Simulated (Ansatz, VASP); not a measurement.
Two plane-wave programs on Ti3Al

```
CELL_PARAMETERS angstrom
2.92754 0.00000 0.00000
-1.46377 2.53533 0.00000
0.00000 0.00000 9.22636
ATOMIC_POSITIONS crystal
Ti 0.66667 0.33333 0.00000
Ti 0.33333 0.66667 0.75059
Ti 0.33333 0.66667 0.24941
Al 0.66667 0.33333 0.50000
```

Alike in both runs: task relaxation of cell and atoms; functional r2SCAN; k mesh 8 × 8 × 3; occupations fermi-dirac, width 0.1 eV; no spin polarisation.

|  | VASP | Ansatz |
| --- | --- | --- |
| version | VASP 6.6.1 | Ansatz 0.2.0 |
| potentials or method | VASP PAW PBE potentials, release 64 (Ti_sv, Al) | plane waves, PAW |
| plane-wave cutoff (eV) | 600 | 500 |
| valence electrons in the cell | 39 | 39 |

|  | VASP | Ansatz | Ansatz less VASP |
| --- | --- | --- | --- |
| relaxed volume (Å³/atom) | 17.05 | 17.02 | -0.028 |
| relaxed cell length with the largest relative difference (Å) | 2.924 | 2.922 | -0.0023 |

VASP's potentials were made for PBE, not for r2SCAN. Ansatz's warnings: stress scf threshold loose.
